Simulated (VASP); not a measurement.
# GaSb (Immm) in VASP: notebook

GaSb is run at these levels: LDA; tasks: single point.

Program: VASP 6.6.1. These are calculated values, not measurements. Logs are shortened: lines on timing, memory, paths and dates and some standing lists are left out, and cuts for length are marked.

### Step 1. The cell of the first run

It takes space group Immm (No. 71, orthorhombic). The conventional cell has a = 3.082 Å, b = 4.645 Å, c = 5.198 Å, α = 90.00°, β = 90.00°, γ = 90.00°. Within 3.4 Å of Ga (site symmetry mmm) lie 6 Sb at 2.60 to 2.79 Å and 2 Ga at 3.08 Å. Within 3.4 Å of Sb (site symmetry mmm) lie 6 Ga at 2.60 to 2.79 Å and 2 Sb at 3.08 Å.

### Step 2. Single point, LDA (18.60 Å³/atom)

Input file INCAR:

```
PREC = Accurate
ENCUT = 520
EDIFF = 1E-6
ISMEAR = 0
SIGMA = 0.15
LREAL = F
LASPH = T
NELM = 100
ALGO = Normal
ISIF = 2
LWAVE = F
LCHARG = F
NBANDS = 16
```

Input file KPOINTS:

```
Automatic mesh
0
Gamma
  18 18 18
```

Input file POSCAR:

```
GaSb
1.0
   -1.5408673634      2.3223208412      2.5990750535
    1.5408673634     -2.3223208412      2.5990750535
    1.5408673634      2.3223208412     -2.5990750535
Ga Sb
1 1
Direct
    0.0000000000      0.0000000000      0.0000000000
    0.5000000000      0.5000000000      0.0000000000
```

Potentials or basis: VASP PAW LDA potentials, release 64 (Ga_d, Sb).

Launch:

```
cat potpaw_LDA.64/Ga_d/POTCAR potpaw_LDA.64/Sb/POTCAR > POTCAR
mpirun -np 1 vasp_std > vasp.out
```

OUTCAR:

```text
PREC = Accurate
   ENCUT = 520
   EDIFF = 1E-6
   ISMEAR = 0
   LREAL = F
   LASPH = T
   NELM = 100
   ISIF = 2

 ion  position               nearest neighbor table
   1  0.000  0.000  0.000-   2 2.60   2 2.60   2 2.79   2 2.79   2 2.79   2 2.79
   2  0.500  0.500  0.000-   1 2.60   1 2.60   1 2.79   1 2.79   1 2.79   1 2.79

  LATTYP: Found a body centered orthorhombic cell.
 ALAT       =     3.0817347268
 B/A-ratio  =     1.5071516838
 C/A-ratio  =     1.6867610511

  Lattice vectors:

 A1 = (  -1.5408673634,   2.3223208412,   2.5990750535)
 A2 = (   1.5408673634,  -2.3223208412,   2.5990750535)
 A3 = (   1.5408673634,   2.3223208412,  -2.5990750535)

Analysis of symmetry for initial positions (statically):
=====================================================================
 Subroutine PRICEL returns:
 Original cell was already a primitive cell.

 Routine SETGRP: Setting up the symmetry group for a
 body centered orthorhombic supercell.

 Subroutine GETGRP returns: Found  8 space group operations
 (whereof  8 operations were pure point group operations)
 out of a pool of  8 trial point group operations.

The static configuration has the point symmetry D_2h.

Analysis of symmetry for dynamics (positions and initial velocities):
=====================================================================
 Subroutine PRICEL returns:
 Original cell was already a primitive cell.

 Routine SETGRP: Setting up the symmetry group for a
 body centered orthorhombic supercell.

 Subroutine GETGRP returns: Found  8 space group operations
 (whereof  8 operations were pure point group operations)
 out of a pool of  8 trial point group operations.

The dynamic configuration has the point symmetry D_2h.

 Subroutine INISYM returns: Found  8 space group operations
 (whereof  8 operations are pure point group operations),
 and found     1 'primitive' translations

----------------------------------------------------------------------------------------

                                     Primitive cell

  volume of cell :      37.2020

  direct lattice vectors                    reciprocal lattice vectors
    -1.540867363  2.322320841  2.599075054     0.000000000  0.215301861  0.192376130
     1.540867363 -2.322320841  2.599075054     0.324492563  0.000000000  0.192376130
     1.540867363  2.322320841 -2.599075054     0.324492563  0.215301861  0.000000000

  length of vectors
     3.810857837  3.810857837  3.810857837     0.288727323  0.377232022  0.389423054

  position of ions in fractional coordinates (direct lattice)
     0.000000000  0.000000000  0.000000000
     0.500000000  0.500000000  0.000000000

  ion indices of the primitive-cell ions
   primitive index   ion index
                 1           1
                 2           2

----------------------------------------------------------------------------------------

 KPOINTS: Automatic mesh

Automatic generation of k-mesh.
 Grid dimensions read from file:
 generate k-points for:   18   18   18

 Generating k-lattice:

  Cartesian coordinates                     Fractional coordinates (reciprocal lattice)
     0.000000000  0.011961215  0.010687563     0.055555556  0.000000000  0.000000000
     0.018027365  0.000000000  0.010687563     0.000000000  0.055555556 -0.000000000
     0.018027365  0.011961215  0.000000000     0.000000000 -0.000000000  0.055555556

  Length of vectors
     0.016040407  0.020957335  0.021634614

  Shift w.r.t. Gamma in fractional coordinates (k-lattice)
     0.000000000  0.000000000  0.000000000

 Subroutine IBZKPT returns following result:
 ===========================================

 Found    865 irreducible k-points:

 Following reciprocal coordinates:
            Coordinates               Weight
  0.000000  0.000000  0.000000      1.000000
  0.055556 -0.000000  0.000000      4.000000
  0.111111 -0.000000  0.000000      4.000000
  0.166667 -0.000000  0.000000      4.000000
  0.222222  0.000000  0.000000      4.000000
  0.277778  0.000000  0.000000      4.000000
[... 16 lines left out ...]
 -0.333333  0.055556  0.000000      8.000000
 -0.277778  0.055556 -0.000000      8.000000
 [... further k-points ...]
   k-points           NKPTS =    865   k-points in BZ     NKDIM =    865   number of bands    NBANDS=     16
   number of dos      NEDOS =    301   number of ions     NIONS =      2
   total plane-waves  NPLWV =  21952
   dimension x,y,z NGX =    28 NGY =   28 NGZ =   28
   dimension x,y,z NGXF=    56 NGYF=   56 NGZF=   56
   ions per type =               1   1
   NGX,Y,Z   is equivalent  to a cutoff of  12.21, 12.21, 12.21 a.u.
   NGXF,Y,Z  is equivalent  to a cutoff of  24.43, 24.43, 24.43 a.u.
 SYSTEM =  unknown system
   PREC   = accura    normal or accurate (medium, high low for compatibility)
   ISTART =      0    job   : 0-new  1-cont  2-samecut
   ICHARG =      2    charge: 1-file 2-atom 10-const
   ISPIN  =      1    spin polarized calculation?
   LNONCOLLINEAR =      F non collinear calculations
   LSORBIT =      F    spin-orbit coupling
   LASPH  =      T    aspherical Exc in radial PAW
   ENCUT  =  520.0 eV  38.22 Ry    6.18 a.u.   7.09  7.09  7.09*2*pi/ulx,y,z
   NELM   =    100;   NELMIN=  2; NELMDL= -5     # of ELM steps
   EDIFF  = 0.1E-05   stopping-criterion for ELM
   LREAL  =      F    real-space projection
   EDIFFG = 0.1E-04   stopping-criterion for IOM
   NSW    =      0    number of steps for IOM
   IBRION =     -1    ionic relax: 0-MD 1-quasi-New 2-CG
   NFREE  =      0    steps in history (QN), initial steepest desc. (CG)
   ISIF   =      2    stress and relaxation
   ISYM   =      2    0-nonsym 1-usesym 2-fastsym
   POTIM  = 0.5000    time-step for ionic-motion
   TEBEG  =    0.0;   TEEND  =   0.0 temperature during run
   PSTRESS=    0.0 pullay stress
   NELECT =      18.0000    total number of electrons
   NUPDOWN=      -1.0000    fix difference up-down
   EMIN   =  10.00;   EMAX   =-10.00  energy-range for DOS
   EFERMI =   0.00;   METHOD = LEGACY
   ISMEAR =     0;   SIGMA  =   0.15  broadening in eV -4-tet -1-fermi 0-gaus
   EFERMI_NEDOS =   21; number of points for ismear=-14 and -15
   IALGO  =     38    algorithm
   IMIX   =      4    mixing-type and parameters
     AMIX     =   0.40;   BMIX     =  1.00
     AMIX_MAG =   1.60;   BMIX_MAG =  1.00
  volume/ion in A,a.u.               =      18.60       125.53
  Fermi-wavevector in a.u.,A,eV,Ry     =   1.285218  2.428710 22.473914  1.651786
  Thomas-Fermi vector in A             =   2.417366
   LORBIT       =      0    0 simple, 1 ext, 2 COOP (PROOUT), +10 PAW based schemes
   GGA     = CA    functional components
   LHFCALC =     F    Hartree Fock is set to
   AEXX    =    0.0000 exact exchange contribution
   IVDW    =     0    specifies the selected vdW correction
   LEPSILON=     F    determine dielectric tensor
   LRPA    =     F    only Hartree local field effects (RPA)
 non-spin polarized calculation
 Gauss-broadening in eV      SIGMA  =   0.15
  energy-cutoff  :      520.00
  volume of cell :       37.20
 maximum number of plane-waves:      1023
   NGX = 15   NGY = 15   NGZ = 15

 number of electron      17.9999989 magnetization

 Free energy of the ion-electron system (eV)
  ---------------------------------------------------
  ext. energy  EPLUGINS =         0.00000000
  ---------------------------------------------------
  free energy    TOTEN  =        -8.01077597 eV

  energy without entropy =       -8.00271102  energy(sigma->0) =       -8.00674349

 E-fermi :   9.7619     XC(G=0): -11.6892

 val. band max:        9.7604422900   @ k =  -0.2222  -0.2778   0.1667
 cond. band min:       9.7618986966   @ k =  -0.3333  -0.2778   0.1111
 fundamental gap:      0.0014564067
 Fermi energy:         9.7618836744

 k-point     1 :       0.0000    0.0000    0.0000
  band No.  band energies     occupation
      1      -5.7419      2.00000
      2      -5.6598      2.00000
      3      -5.6487      2.00000
      4      -5.6149      2.00000
      5      -5.5740      2.00000
      6      -4.4021      2.00000
[... 8 lines left out ...]
     15      19.5973      0.00000
     16      19.9579      0.00000

 k-point     2 :       0.0556   -0.0000    0.0000
  band No.  band energies     occupation
      1      -5.7408      2.00000
      2      -5.6591      2.00000
      3      -5.6503      2.00000
      4      -5.6150      2.00000
      5      -5.5738      2.00000
      6      -4.3655      2.00000
[... 8 lines left out ...]
     15      19.4478      0.00000
     16      20.1682      0.00000

 k-point     3 :       0.1111   -0.0000    0.0000
  band No.  band energies     occupation
      1      -5.7379      2.00000
      2      -5.6574      2.00000
      3      -5.6544      2.00000
      4      -5.6153      2.00000
      5      -5.5731      2.00000
      6      -4.2551      2.00000
[... 8 lines left out ...]
     15      19.0886      0.00000
     16      20.7562      0.00000

 k-point     4 :       0.1667   -0.0000    0.0000
  band No.  band energies     occupation
      1      -5.7349      2.00000
      2      -5.6620      2.00000
      3      -5.6533      2.00000
      4      -5.6160      2.00000
      5      -5.5719      2.00000
      6      -4.0704      2.00000
[... 8 lines left out ...]
     15      18.7726      0.00000
     16      20.9345      0.00000
[... 324 lines left out ...]
 k-point    22 :      -0.3889    0.0556   -0.0000
  band No.  band energies     occupation
      1      -5.7361      2.00000
      2      -5.6809      2.00000
      3      -5.6404      2.00000
      4      -5.6248      2.00000
      5      -5.5681      2.00000
      6      -2.7897      2.00000
[... 8 lines left out ...]
     15      19.1901      0.00000
     16      20.6440      0.00000

 k-point    23 :      -0.3333    0.0556    0.0000
  band No.  band energies     occupation
      1      -5.7333      2.00000
      2      -5.6766      2.00000
      3      -5.6436      2.00000
      4      -5.6234      2.00000
      5      -5.5697      2.00000
      6      -3.2068      2.00000
[... 8 lines left out ...]
     15      19.1948      0.00000
     16      19.7500      0.00000

 k-point    24 :      -0.2778    0.0556   -0.0000
  band No.  band energies     occupation
      1      -5.7316      2.00000
      2      -5.6709      2.00000
      3      -5.6472      2.00000
      4      -5.6219      2.00000
      5      -5.5715      2.00000
      6      -3.5725      2.00000
[... 8 lines left out ...]
     15      19.1749      0.00000
     16      19.9099      0.00000

 [... further k-points ...]

------------------------ aborting loop because EDIFF is reached ----------------------------------------

  FORCE on cell =-STRESS in cart. coord.  units (eV):
  Direction    XX          YY          ZZ          XY          YZ          ZX
  --------------------------------------------------------------------------------------
  -------------------------------------------------------------------------------------
  Total        3.3898330      4.0027402      5.3511890      0.0000000      0.0000000      0.0000000
  in kB      145.9898296    172.3858842    230.4594822      0.0000000      0.0000000      0.0000000
  external PRESSURE =     182.9450653 kB  Pullay stress =       0.0000000 kB

 VOLUME and BASIS-vectors are now :
 -----------------------------------------------------------------------------
  energy-cutoff  :      520.00
  volume of cell :       37.20
      direct lattice vectors                 reciprocal lattice vectors
    -1.540867363  2.322320841  2.599075054     0.000000000  0.215301861  0.192376130
     1.540867363 -2.322320841  2.599075054     0.324492563  0.000000000  0.192376130
     1.540867363  2.322320841 -2.599075054     0.324492563  0.215301861  0.000000000

 POSITION                                       TOTAL-FORCE (eV/Angst)
 -----------------------------------------------------------------------------------
      0.00000      0.00000      0.00000         0.000000      0.000000     -0.000000
      0.00000      0.00000      2.59908        -0.000000      0.000000      0.000000
 -----------------------------------------------------------------------------------
    total drift:                               -0.000000     -0.000000     -0.000000

  FREE ENERGIE OF THE ION-ELECTRON SYSTEM (eV)
  ---------------------------------------------------
  free  energy   TOTEN  =        -8.0107759671 eV

  energy  without entropy=       -8.0027110200  energy(sigma->0) =       -8.00674349
```

Wall time 3.6 min (1 thread of Intel Xeon 6975P-C (Granite Rapids), shared host); peak memory 0.59 GiB.

Results:

```yaml
Free_energy: -8.0108 eV
Pressure: 18.3 GPa
Band_gap_on_the_k_mesh: zero (bands 9 and 10 overlap by 7.60 eV)
```

Stress tensor (GPa, compression positive):
```
14.60  0.00  0.00
 0.00 17.24  0.00
 0.00  0.00 23.05
```

Levels at points of the mesh, in eV from the Fermi level:
| k point | band 5 | band 6 | band 7 | band 8 | band 9 | band 10 | band 11 | band 12 | band 13 | band 14 |
| --- | --- | --- | --- | --- | --- | --- | --- | --- | --- | --- |
| (0.00, 0.00, 0.00) | -15.34 | -14.16 | -2.36 | -1.79 | -1.06 | 3.47 | 4.90 | 7.76 | 7.89 | 8.64 |
| (0.50, 0.00, 0.00) | -15.32 | -11.83 | -9.77 | 0.38 | 1.81 | 4.00 | 4.11 | 4.32 | 5.79 | 8.02 |
| (0.00, 0.50, 0.00) | -15.31 | -9.46 | -7.94 | -1.72 | -0.78 | -0.34 | 0.40 | 3.76 | 4.05 | 10.72 |
| (0.50, 0.50, 0.00) | -15.30 | -9.20 | -6.84 | -3.02 | -2.94 | -2.91 | 2.62 | 5.28 | 8.88 | 9.30 |
| (0.50, 0.50, 0.50) | -15.31 | -9.75 | -6.88 | -6.15 | -6.12 | 1.30 | 5.54 | 11.86 | 12.90 | 13.63 |

Caveat: the stress differs along the axes, from 15 to 23 GPa; spin-orbit coupling is left out, which moves the levels of the heavy elements.

[end of part 1 of 2]
